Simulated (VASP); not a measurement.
Wanted: the native input for a VASP 6.6.1 run.

```yaml
Task: single point
Functional: PBE
Potentials_or_basis: VASP PAW PBE potentials, release 64 (Ti_sv, Be, Al, B)
Cutoff: 520 eV
k_mesh: 6 × 6 × 2
Occupations: gaussian, width 0.1 eV
Spin: no spin polarisation
Dipole_correction: no
Further_INCAR_settings: ALGO = Normal; EDIFF = 1e-06; NBANDS = 24
```

The structure of Ti2BeAlB lies in POSCAR:

```
Ti2BeAlB
1.0
    2.8096804100      0.0000000000      0.0000000000
   -1.4048402000      2.4332546100      0.0000000000
    0.0000000000      0.0000000000      9.8558441900
Ti Be Al B
2 1 1 1
Direct
    0.0000000000      0.0000000000      0.0000000000
    0.0000000000      0.0000000000      0.3642265300
    0.3333333300      0.6666666700      0.5742264800
    0.6666666700      0.3333333300      0.7634710300
    0.3333333300      0.6666666700      0.1821132600
```

These files were run (other wordings do the same):

INCAR

```
ALGO = Normal ; EDIFF = 1E-6
ENCUT = 520 ; GGA = PE
ISIF = 2 ; ISMEAR = 0
LASPH = True ; LCHARG = False
LREAL = False ; LWAVE = False
NBANDS = 24 ; NELM = 80
PREC = Accurate ; SIGMA = 0.1
```

KPOINTS

```
k-points
0
Gamma
  6 6 2
```

Potentials or basis: VASP PAW PBE potentials, release 64 (Ti_sv, Be, Al, B).

Launch:

```sh
$ cat potpaw_PBE.64/Ti_sv/POTCAR potpaw_PBE.64/Be/POTCAR potpaw_PBE.64/Al/POTCAR potpaw_PBE.64/B/POTCAR > POTCAR
$ mpirun -np 1 vasp_std > vasp.out
```

Results of the run:

| Item | Value |
| --- | --- |
| Pressure | -0.9 GPa |
| Largest force | 1.029 eV/Å |
| Band gap on the k mesh | zero (band 16 reaches 8.48 eV, above the bottom of band 17 at 6.52 eV) |

Caveat: the k points lie up to 0.43 Å⁻¹ apart; forces of over 1 eV/Å act on the atoms, so gaps and moduli don't describe the material at rest.

Run time: 56 s on 1 thread of AMD EPYC 7R43 64-Core Processor (Zen 3), on a shared host, peak memory 0.17 GiB.
